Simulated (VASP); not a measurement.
Write the native input for VASP 6.6.1 that does the following.

```
Task                   : single point
Functional             : PBE
Potentials or basis    : VASP PAW PBE potentials, release 64 (Au)
Cutoff                 : 500 eV
k mesh                 : 6 × 6 × 4
Occupations            : methfessel-paxton, width 0.0029 eV
Spin                   : no spin polarisation
Dipole correction      : no
Further INCAR settings : ALGO = Normal; EDIFF = 1e-06; NBANDS = 18
```

The structure of Au lies in POSCAR:

```
Au
1.0
    1.3620999341     -2.4668118920      0.0000000000
    1.3620999341      2.4668118920      0.0000000000
    0.0000000000      0.0000000000      4.7225529251
Au
2
Direct
    0.6653279700      0.3346720300      0.2500000000
    0.3346720300      0.6653279700      0.7500000000
```

These files were run (other wordings do the same):

INCAR

```
SYSTEM = Au
  ALGO = Normal
  EDIFF = 1E-6
  ENCUT = 500
  GGA = PE
  GGA_COMPAT = .FALSE.
  ISIF = 2
  ISMEAR = 1
  LASPH = .TRUE.
  LCHARG = .FALSE.
  LREAL = .FALSE.
  LWAVE = .FALSE.
  NBANDS = 18
  NELM = 120
  PREC = Accurate
  SIGMA = 0.0029
```

KPOINTS

```
k-points
0
G
  6 6 4
  0 0 0
```

Potentials or basis: VASP PAW PBE potentials, release 64 (Au).

Launch:

```sh
$ cat potpaw_PBE.64/Au/POTCAR > POTCAR
$ mpirun -np 1 vasp_std > vasp.out
```

Results of the run:

- Pressure: 25.3 GPa
- Largest force: 0.100 eV/Å
- Band gap on the k mesh: zero (band 11 reaches 15.23 eV, above the bottom of band 12 at 7.97 eV)

Caveat: the k points lie up to 0.44 Å⁻¹ apart; spin-orbit coupling is left out, which moves the levels of the heavy elements.

It took 27 s on 1 thread of Intel Xeon 8259CL, with other jobs on the host, peak memory 0.16 GiB.
